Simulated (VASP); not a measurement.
InAs4: single point with PBE+D3(BJ)

Crystal: InAs4.

```
CELL_PARAMETERS angstrom
5.33271 0.00000 0.00000
0.00000 5.33271 0.00000
0.00000 0.00000 3.89326
ATOMIC_POSITIONS crystal
In 0.50000 0.50000 0.50000
As 0.25000 0.25000 0.00000
As 0.25000 0.75000 0.00000
As 0.75000 0.25000 0.00000
As 0.75000 0.75000 0.00000
```

- Program: VASP 6.6.1
- Task: single point
- Functional: PBE
- Dispersion: D3(BJ)
- Potentials or basis: VASP PAW PBE potentials, release 64 (In_d, As)
- Cutoff: 520 eV
- k mesh: 4 × 4 × 4
- Occupations: gaussian, width 0.1 eV
- Spin: no spin polarisation
- Dipole correction: no
- Further INCAR settings: ALGO = Normal; EDIFF = 1e-06; NBANDS = 24

| Property | Result |
| --- | --- |
| Pressure | 8.8 GPa |
| Largest force | 1.689 eV/Å |
| Dispersion energy per atom | -0.399 eV |

Forces on the atoms (eV/Å):
```
In   0.000  0.000  0.000
As  -1.194 -1.194  0.000
As  -1.194  1.194  0.000
As   1.194 -1.194  0.000
As   1.194  1.194  0.000
```

Stress tensor (GPa, compression positive):
```
 7.32  0.00  0.00
 0.00  7.32  0.00
 0.00  0.00 11.77
```

Levels at points of the mesh, in eV from the Fermi level:
```csv
k point,band 12,band 13,band 14,band 15,band 16,band 17,band 18,band 19,band 20,band 21
"(0.00, 0.00, 0.00)",-4.00,-4.00,-3.64,-0.45,0.24,0.24,2.52,2.85,4.13,4.13
"(0.50, 0.00, 0.00)",-3.00,-2.17,-1.86,-1.32,0.46,1.05,1.13,1.19,1.38,2.72
"(0.50, 0.50, 0.00)",-1.74,-1.74,-1.05,-0.59,-0.37,-0.37,-0.30,-0.02,0.12,0.12
"(0.00, 0.00, 0.50)",-5.92,-3.43,-3.43,-3.29,-3.29,-0.17,0.82,2.71,3.03,4.96
"(0.50, 0.00, 0.50)",-4.92,-4.83,-2.85,-1.62,-1.16,-0.84,1.53,1.55,1.69,2.94
"(0.50, 0.50, 0.50)",-4.21,-2.72,-0.87,-0.80,-0.74,-0.74,-0.31,0.17,0.58,0.58
```

Wall time 18 s on 1 thread of Intel(R) Xeon(R) 6975P-C (Granite Rapids) (shared host), peak memory 0.22 GiB.

Caveat: the k points lie up to 0.40 Å⁻¹ apart; spin-orbit coupling is left out, which moves the levels of the heavy elements; pairwise dispersion overbinds metals, which lowers pressure and volume; forces of over 1 eV/Å act on the atoms, so gaps and moduli don't describe the material at rest.
